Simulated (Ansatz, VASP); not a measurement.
**LiF in VASP and in Ansatz**

```
Li F
1.0
     3.08085    0.00000    0.00000
    -1.54042    2.66809    0.00000
     0.00000    0.00000    4.79216
Li F
2 2
Cartesian
  0.0000 1.7787 1.8312
  1.5404 0.8894 4.2273
  0.0000 1.7787 4.7580
  1.5404 0.8894 2.3619
```

Alike in both runs: functional r2SCAN; k mesh 6 × 6 × 4; no spin polarisation.

Ansatz relaxed the structure, and its values are those at the end. VASP's run is a single point on that final structure, the one shown.

|  | VASP | Ansatz |
| --- | --- | --- |
| version | VASP 6.6.1 | Ansatz 0.2.0 |
| potentials or method | VASP PAW PBE potentials, release 64 (Li_sv, F) | plane waves, PAW |
| plane-wave cutoff (eV) | 520 | 500 |
| occupations | gaussian, width 0.01 eV | fixed |
| valence electrons in the cell | 20 | 20 |

```tsv
	VASP	Ansatz	Ansatz less VASP
rms of the force components (eV/Å)	0.006	0.002	-0.0045
```

VASP's potentials were made for PBE, not for r2SCAN.

Noted on VASP's run: the cutoff is under 1.25 times that of the potentials, so the pressure is a little rough.
